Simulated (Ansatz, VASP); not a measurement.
**Sn: VASP beside Ansatz**

```xyz
2
Lattice="0.0000 3.2850 3.2850 3.2850 0.0000 3.2850 3.2850 3.2850 0.0000" Properties=species:S:1:pos:R:3 pbc="T T T"
Sn    0.0000    0.0000    0.0000
Sn    1.6425    1.6425    1.6425
```

Alike in both runs: task relaxation of cell and atoms; functional PBEsol; k mesh 12 × 12 × 12; occupations gaussian, width 0.1 eV; no spin polarisation.

```csv
,VASP,Ansatz
version,VASP 6.6.1,Ansatz 0.2.0
potentials or method,"VASP PAW PBE potentials, release 64 (Sn_d), cutoff 600 eV","scalar-relativistic, plane waves, PAW"
valence electrons in the cell,28,28
```

```csv
,VASP,Ansatz,Ansatz less VASP
"gap on the k mesh at the Fermi level, each at its own relaxed structure (eV)",none,none,-
relaxed volume (Å³/atom),34.95,34.98,+0.024
relaxed cell length with the largest relative difference (Å),4.624,4.625,+0.0011
```

VASP's potentials were made for PBE, not for PBEsol. A gap of «none» marks a metal or a gap that the smearing closes.
